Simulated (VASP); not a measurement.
# Sr2MgAl3 (P6_3/mmc) in VASP: notebook

The runs below take Sr2MgAl3 through single point, with PBE, r2SCAN.

Everything below comes from runs of VASP 6.6.1. Logs are shortened: lines on timing, memory, paths and dates and some standing lists are left out, and cuts for length are marked.

## 1. The cell of the first run

It takes space group P6_3/mmc (No. 194, hexagonal). The conventional cell has a = 6.034 Å, b = 6.034 Å, c = 9.629 Å, α = 90.00°, β = 90.00°, γ = 120.00°. Within 4.6 Å of Sr (site symmetry 3m) lie 9 Al at 3.49 to 3.50 Å and 4 Sr at 3.49 to 3.73 Å and 3 Mg at 3.55 Å. Mg (site symmetry -3m) has 6 Al at 3.01 Å and 6 Sr at 3.55 Å within 4.0 Å. Within 3.8 Å of Al (site symmetry mm2) lie 4 Al at 2.90 to 3.13 Å and 2 Mg at 3.01 Å and 6 Sr at 3.49 to 3.50 Å.

## 2. Single point, PBE

Input file INCAR:

```
PREC = Accurate
ENCUT = 520
EDIFF = 1E-6
ISMEAR = -1
SIGMA = 0.1
LREAL = False
LASPH = True
NELM = 100
ALGO = Normal
ISIF = 2
LWAVE = False
LCHARG = True
GGA = PE
LELF = True
LVHAR = True
NBANDS = 43
```

Input file KPOINTS:

```
Automatic mesh
0
Gamma
  6 6 3
```

Input file POSCAR:

```
Sr2MgAl3
1.0
    6.0343498259      0.0000000000      0.0000000000
   -3.0171749130      5.2259002446      0.0000000000
    0.0000000000      0.0000000000      9.6292623303
Sr Mg Al
4 2 6
Direct
    0.3333333333      0.6666666667      0.0686150536
    0.6666666667      0.3333333333      0.5686150536
    0.3333333333      0.6666666667      0.4313849464
    0.6666666667      0.3333333333      0.9313849464
    0.0000000000      0.0000000000      0.0000000000
    0.0000000000      0.0000000000      0.5000000000
    0.8269599933      0.6539199867      0.2500000000
    0.1730400067      0.8269599933      0.7500000000
    0.3460800133      0.1730400067      0.2500000000
    0.1730400067      0.3460800133      0.7500000000
    0.8269599933      0.1730400067      0.2500000000
    0.6539199867      0.8269599933      0.7500000000
```

Potentials or basis: VASP PAW PBE potentials, release 64 (Sr_sv, Mg, Al).

On the command line:

```
$ cat potpaw_PBE.64/Sr_sv/POTCAR potpaw_PBE.64/Mg/POTCAR potpaw_PBE.64/Al/POTCAR > POTCAR
$ mpirun -np 1 vasp_std > vasp.out
```

OUTCAR:

```text
PREC = Accurate
   ENCUT = 520
   EDIFF = 1E-6
   ISMEAR = -1
   LREAL = False
   LASPH = True
   NELM = 100
   ISIF = 2
   GGA = PE

 ion  position               nearest neighbor table
   1  0.333  0.667  0.069-   7 3.49   7 3.49  11 3.49  11 3.49   9 3.49   9 3.49   3 3.49   8 3.50
                            12 3.50  10 3.50   5 3.55   5 3.55   5 3.55   4 3.73   4 3.73   4 3.73
   2  0.667  0.333  0.569-  10 3.49  10 3.49   8 3.49   8 3.49  12 3.49  12 3.49   4 3.49  11 3.50
                             9 3.50   7 3.50   6 3.55   6 3.55   6 3.55   3 3.73   3 3.73   3 3.73
   3  0.333  0.667  0.431-   7 3.49   7 3.49  11 3.49  11 3.49   9 3.49   9 3.49   1 3.49   8 3.50
                            12 3.50  10 3.50   6 3.55   6 3.55   6 3.55   2 3.73   2 3.73   2 3.73
   4  0.667  0.333  0.931-  10 3.49  10 3.49   8 3.49   8 3.49  12 3.49  12 3.49   2 3.49  11 3.50
                             9 3.50   7 3.50   5 3.55   5 3.55   5 3.55   1 3.73   1 3.73   1 3.73
   5  0.000  0.000  0.000-   9 3.01  12 3.01  10 3.01   7 3.01  11 3.01   8 3.01   1 3.55   4 3.55
                             4 3.55   1 3.55   4 3.55   1 3.55
   6  0.000  0.000  0.500-   9 3.01  12 3.01  10 3.01   7 3.01  11 3.01   8 3.01   2 3.55   3 3.55
                             2 3.55   3 3.55   2 3.55   3 3.55
   7  0.827  0.654  0.250-   9 2.90  11 2.90   5 3.01   6 3.01   9 3.13  11 3.13   3 3.49   1 3.49
                             1 3.49   3 3.49   2 3.50   4 3.50
   8  0.173  0.827  0.750-  12 2.90  10 2.90   5 3.01   6 3.01  12 3.13  10 3.13   4 3.49   2 3.49
                             2 3.49   4 3.49   3 3.50   1 3.50
   9  0.346  0.173  0.250-  11 2.90   7 2.90   5 3.01   6 3.01  11 3.13   7 3.13   1 3.49   3 3.49
                             1 3.49   3 3.49   2 3.50   4 3.50
  10  0.173  0.346  0.750-  12 2.90   8 2.90   5 3.01   6 3.01  12 3.13   8 3.13   4 3.49   2 3.49
                             2 3.49   4 3.49   3 3.50   1 3.50
  11  0.827  0.173  0.250-   9 2.90   7 2.90   5 3.01   6 3.01   9 3.13   7 3.13   1 3.49   3 3.49
                             3 3.49   1 3.49   4 3.50   2 3.50
  12  0.654  0.827  0.750-   8 2.90  10 2.90   5 3.01   6 3.01   8 3.13  10 3.13   2 3.49   4 3.49
                             2 3.49   4 3.49   3 3.50   1 3.50

  LATTYP: Found a hexagonal cell.
 ALAT       =     6.0343498259
 C/A-ratio  =     1.5957414814

  Lattice vectors:

 A1 = (   6.0343498259,   0.0000000000,   0.0000000000)
 A2 = (  -3.0171749130,   5.2259002446,   0.0000000000)
 A3 = (   0.0000000000,   0.0000000000,   9.6292623303)

Analysis of symmetry for initial positions (statically):
=====================================================================
 Subroutine PRICEL returns:
 Original cell was already a primitive cell.

 Routine SETGRP: Setting up the symmetry group for a
 hexagonal supercell.

 Subroutine GETGRP returns: Found 24 space group operations
 (whereof 12 operations were pure point group operations)
 out of a pool of 24 trial point group operations.

The static configuration has the point symmetry D_3d.
 The point group associated with its full space group is D_6h.

Analysis of symmetry for dynamics (positions and initial velocities):
=====================================================================
 Subroutine PRICEL returns:
 Original cell was already a primitive cell.

 Routine SETGRP: Setting up the symmetry group for a
 hexagonal supercell.

 Subroutine GETGRP returns: Found 24 space group operations
 (whereof 12 operations were pure point group operations)
 out of a pool of 24 trial point group operations.

The dynamic configuration has the point symmetry D_3d.
 The point group associated with its full space group is D_6h.

 Subroutine INISYM returns: Found 24 space group operations
 (whereof 12 operations are pure point group operations),
 and found     1 'primitive' translations

----------------------------------------------------------------------------------------

                                     Primitive cell

  volume of cell :     303.6579

  direct lattice vectors                    reciprocal lattice vectors
     6.034349826  0.000000000  0.000000000     0.165717936  0.095677295  0.000000000
    -3.017174913  5.225900245  0.000000000     0.000000000  0.191354590  0.000000000
     0.000000000  0.000000000  9.629262330     0.000000000  0.000000000  0.103850115

  length of vectors
     6.034349826  6.034349826  9.629262330     0.191354590  0.191354590  0.103850115

  position of ions in fractional coordinates (direct lattice)
     0.333333333  0.666666667  0.068615054
[... 49 lines left out ...]
 ===========================================

 Found     14 irreducible k-points:

 Following reciprocal coordinates:
            Coordinates               Weight
  0.000000  0.000000  0.000000      1.000000
  0.166667  0.000000  0.000000      6.000000
  0.333333  0.000000  0.000000      6.000000
  0.500000  0.000000  0.000000      3.000000
  0.166667  0.166667  0.000000      6.000000
  0.333333  0.166667  0.000000     12.000000
  0.333333  0.333333  0.000000      2.000000
  0.000000  0.000000  0.333333      2.000000
  0.166667  0.000000  0.333333     12.000000
  0.333333  0.000000  0.333333     12.000000
  0.500000  0.000000  0.333333      6.000000
  0.166667  0.166667  0.333333     12.000000
  0.333333  0.166667  0.333333     24.000000
  0.333333  0.333333  0.333333      4.000000
   k-points           NKPTS =     14   k-points in BZ     NKDIM =     14   number of bands    NBANDS=     43
   number of dos      NEDOS =    301   number of ions     NIONS =     12
   total plane-waves  NPLWV = 165888
   dimension x,y,z NGX =    48 NGY =   48 NGZ =   72
   dimension x,y,z NGXF=    96 NGYF=   96 NGZF=  144
   ions per type =               4   2   6
   NGX,Y,Z   is equivalent  to a cutoff of  13.22, 13.22, 12.43 a.u.
   NGXF,Y,Z  is equivalent  to a cutoff of  26.45, 26.45, 24.86 a.u.
 SYSTEM =  unknown system
   PREC   = accura    normal or accurate (medium, high low for compatibility)
   ISTART =      0    job   : 0-new  1-cont  2-samecut
   ICHARG =      2    charge: 1-file 2-atom 10-const
   ISPIN  =      1    spin polarized calculation?
   LNONCOLLINEAR =      F non collinear calculations
   LSORBIT =      F    spin-orbit coupling
   LASPH  =      T    aspherical Exc in radial PAW
   ENCUT  =  520.0 eV  38.22 Ry    6.18 a.u.  11.22 11.22 17.90*2*pi/ulx,y,z
   NELM   =    100;   NELMIN=  2; NELMDL= -5     # of ELM steps
   EDIFF  = 0.1E-05   stopping-criterion for ELM
   LREAL  =      F    real-space projection
   EDIFFG = 0.1E-04   stopping-criterion for IOM
   NSW    =      0    number of steps for IOM
   IBRION =     -1    ionic relax: 0-MD 1-quasi-New 2-CG
   NFREE  =      0    steps in history (QN), initial steepest desc. (CG)
   ISIF   =      2    stress and relaxation
   ISYM   =      2    0-nonsym 1-usesym 2-fastsym
   POTIM  = 0.5000    time-step for ionic-motion
   TEBEG  =    0.0;   TEEND  =   0.0 temperature during run
   PSTRESS=    0.0 pullay stress
   NELECT =      62.0000    total number of electrons
   NUPDOWN=      -1.0000    fix difference up-down
   EMIN   =  10.00;   EMAX   =-10.00  energy-range for DOS
   EFERMI =   0.00;   METHOD = LEGACY
   ISMEAR =    -1;   SIGMA  =   0.10  broadening in eV -4-tet -1-fermi 0-gaus
   EFERMI_NEDOS =   21; number of points for ismear=-14 and -15
   IALGO  =     38    algorithm
   IMIX   =      4    mixing-type and parameters
     AMIX     =   0.40;   BMIX     =  1.00
     AMIX_MAG =   1.60;   BMIX_MAG =  1.00
  volume/ion in A,a.u.               =      25.30       170.77
  Fermi-wavevector in a.u.,A,eV,Ry     =   0.964000  1.821697 12.643849  0.929297
  Thomas-Fermi vector in A             =   2.093594
   LORBIT       =      0    0 simple, 1 ext, 2 COOP (PROOUT), +10 PAW based schemes
   GGA     = PE    functional components
   LHFCALC =     F    Hartree Fock is set to
   AEXX    =    0.0000 exact exchange contribution
   IVDW    =     0    specifies the selected vdW correction
   LEPSILON=     F    determine dielectric tensor
   LRPA    =     F    only Hartree local field effects (RPA)
 non-spin polarized calculation
  energy-cutoff  :      520.00
  volume of cell :      303.66
 maximum number of plane-waves:      8231
 NGX is ok and might be reduce to    48
   NGX = 23   NGY = 23   NGZ = 35

 number of electron      61.9999999 magnetization

 Free energy of the ion-electron system (eV)
  ---------------------------------------------------
  ext. energy  EPLUGINS =         0.00000000
  ---------------------------------------------------
  free energy    TOTEN  =       -34.44166749 eV

  energy without entropy =      -34.19994624  energy(sigma->0) =      -34.32080686

 E-fermi :   4.0323     XC(G=0):  -9.0832

 val. band max:        4.0100359394   @ k =   0.3333   0.1667   0.3333
 cond. band min:       4.0345008986   @ k =   0.3333   0.0000   0.0000
 fundamental gap:      0.0244649593
 Fermi energy:         4.0322953134

 k-point     1 :       0.0000    0.0000    0.0000
  band No.  band energies     occupation
      1     -31.3772      2.00000
      2     -31.3470      2.00000
      3     -31.3345      2.00000
      4     -31.3042      2.00000
      5     -13.6449      2.00000
      6     -13.6361      2.00000
[... 633 lines left out ...]
     42       7.1074      0.00000
     43       7.1074      0.00000

------------------------ aborting loop because EDIFF is reached ----------------------------------------

  FORCE on cell =-STRESS in cart. coord.  units (eV):
  Direction    XX          YY          ZZ          XY          YZ          ZX
  --------------------------------------------------------------------------------------
  -------------------------------------------------------------------------------------
  Total       -0.0144110     -0.0144110      0.0243609      0.0000000      0.0000000     -0.0000000
  in kB       -0.0760362     -0.0760362      0.1285344      0.0000000      0.0000000     -0.0000000
  external PRESSURE =      -0.0078460 kB  Pullay stress =       0.0000000 kB

 VOLUME and BASIS-vectors are now :
 -----------------------------------------------------------------------------
  energy-cutoff  :      520.00
  volume of cell :      303.66
      direct lattice vectors                 reciprocal lattice vectors
     6.034349826  0.000000000  0.000000000     0.165717936  0.095677295  0.000000000
    -3.017174913  5.225900245  0.000000000     0.000000000  0.191354590  0.000000000
     0.000000000  0.000000000  9.629262330     0.000000000  0.000000000  0.103850115

 POSITION                                       TOTAL-FORCE (eV/Angst)
 -----------------------------------------------------------------------------------
     -0.00000      3.48393      0.66071        -0.000000      0.000000     -0.008498
      3.01717      1.74197      5.47534         0.000000     -0.000000     -0.008498
     -0.00000      3.48393      4.15392        -0.000000      0.000000      0.008498
      3.01717      1.74197      8.96855        -0.000000     -0.000000      0.008498
      0.00000      0.00000      0.00000         0.000000      0.000000     -0.000000
      0.00000      0.00000      4.81463        -0.000000      0.000000     -0.000000
      3.01717      3.41732      2.40732        -0.000000      0.009909      0.000000
     -1.45090      4.32161      7.22195        -0.008581      0.004954      0.000000
      1.56628      0.90429      2.40732        -0.008581     -0.004954     -0.000000
      0.00000      1.80858      7.22195         0.000000     -0.009909     -0.000000
      4.46807      0.90429      2.40732         0.008581     -0.004954     -0.000000
      1.45090      4.32161      7.22195         0.008581      0.004954      0.000000
 -----------------------------------------------------------------------------------
    total drift:                               -0.000000      0.000000      0.000000

  FREE ENERGIE OF THE ION-ELECTRON SYSTEM (eV)
  ---------------------------------------------------
  free  energy   TOTEN  =       -34.4416674888 eV

  energy  without entropy=      -34.1999462391  energy(sigma->0) =      -34.32080686
```

Run time: 2.1 min. Hardware: 1 thread of AMD EPYC 9R45 (Zen 5), shared host; peak memory 0.47 GiB.

Results:

```yaml
Free_energy: -34.4417 eV
Pressure: 0.0 GPa
Largest_force: 0.010 eV/Å
Band_gap_on_the_k_mesh: zero (bands 31 and 32 overlap by 1.23 eV)
```

Forces in eV/Å, atoms in the order of the input:
```
Sr   0.000  0.000 -0.008
Sr   0.000  0.000 -0.008
Sr   0.000  0.000  0.008
Sr   0.000  0.000  0.008
Mg   0.000  0.000  0.000
Mg   0.000  0.000  0.000
Al   0.000  0.010  0.000
Al  -0.009  0.005  0.000
Al  -0.009 -0.005  0.000
Al   0.000 -0.010  0.000
Al   0.009 -0.005  0.000
Al   0.009  0.005  0.000
```

## 3. Single point, r2SCAN

This run uses another cell than the first one, of 25.12 Å³/atom.

Input file POSCAR:

```
Sr2MgAl3
1.0
    6.0200368881      0.0000000000      0.0000000000
   -3.0100184440      5.2135048768      0.0000000000
    0.0000000000      0.0000000000      9.6049836397
Sr Mg Al
4 2 6
Direct
    0.3333333333      0.6666666667      0.0685263435
    0.6666666667      0.3333333333      0.5685263435
    0.3333333333      0.6666666667      0.4314736565
    0.6666666667      0.3333333333      0.9314736565
    0.0000000000      0.0000000000      0.0000000000
    0.0000000000      0.0000000000      0.5000000000
    0.8270688249      0.6541376497      0.2500000000
    0.1729311751      0.8270688249      0.7500000000
    0.3458623503      0.1729311751      0.2500000000
    0.1729311751      0.3458623503      0.7500000000
    0.8270688249      0.1729311751      0.2500000000
    0.6541376497      0.8270688249      0.7500000000
```

Input file INCAR.step1:

```
SYSTEM = Sr2MgAl3
  ALGO = Normal
  EDIFF = 1E-4
  ENCUT = 520
  GGA = PE
  ISMEAR = -1
  LASPH = .TRUE.
  LCHARG = .FALSE.
  LREAL = .FALSE.
  LWAVE = .TRUE.
  NBANDS = 43
  NELM = 100
  PREC = Accurate
  SIGMA = 0.1
```

Input file INCAR.step2:

```
SYSTEM = Sr2MgAl3
  ALGO = Normal
  EDIFF = 1E-6
  ENCUT = 520
  ISIF = 2
  ISMEAR = -1
  ISTART = 1
  LASPH = .TRUE.
  LCHARG = .TRUE.
  LELF = .TRUE.
  LMIXTAU = .TRUE.
  LREAL = .FALSE.
  LVHAR = .TRUE.
  LWAVE = .FALSE.
  METAGGA = R2SCAN
  NBANDS = 43
  NELM = 100
  PREC = Accurate
  SIGMA = 0.1
```

Input file KPOINTS:

```
k-points
0
G
  6 6 3
  0 0 0
```

Potentials or basis: VASP PAW PBE potentials, release 64 (Sr_sv, Mg, Al).

On the command line:

```
$ cat potpaw_PBE.64/Sr_sv/POTCAR potpaw_PBE.64/Mg/POTCAR potpaw_PBE.64/Al/POTCAR > POTCAR
$ cp INCAR.step1 INCAR
$ mpirun -np 1 vasp_std > vasp.out
$ cp INCAR.step2 INCAR
$ mpirun -np 1 vasp_std > vasp.out
```

It took 8.2 min on 1 thread of AMD EPYC 9R45 (Zen 5), shared host; peak memory 0.51 GiB.

Results (log left out):

```yaml
Free_energy: -111.7877 eV
Pressure: -0.1 GPa
Largest_force: 0.007 eV/Å
Band_gap_on_the_k_mesh: zero (bands 31 and 32 overlap by 1.45 eV)
```

Forces on the atoms (eV/Å):
```
Sr   0.000  0.000  0.001
Sr   0.000  0.000  0.001
Sr   0.000  0.000 -0.001
Sr   0.000  0.000 -0.001
Mg   0.000  0.000  0.000
Mg   0.000  0.000  0.000
Al   0.000  0.007  0.000
Al  -0.006  0.003  0.000
Al  -0.006 -0.003  0.000
Al   0.000 -0.007  0.000
Al   0.006 -0.003  0.000
Al   0.006  0.003  0.000
```

Levels at points of the mesh, in eV from the Fermi level:
```
           k point  band 29  band 30  band 31  band 32  band 33  band 34
(0.00, 0.00, 0.00)    -1.30    -1.30    -0.87    -0.87     0.20     0.81
(0.50, 0.00, 0.00)    -0.43     0.27     0.52     1.03     1.06     1.09
```

Caveat: the PAW data sets were made with another functional, which shifts forces and pressure a little.

The gap in the log of VASP goes by the Fermi energy; the results here count the filled bands.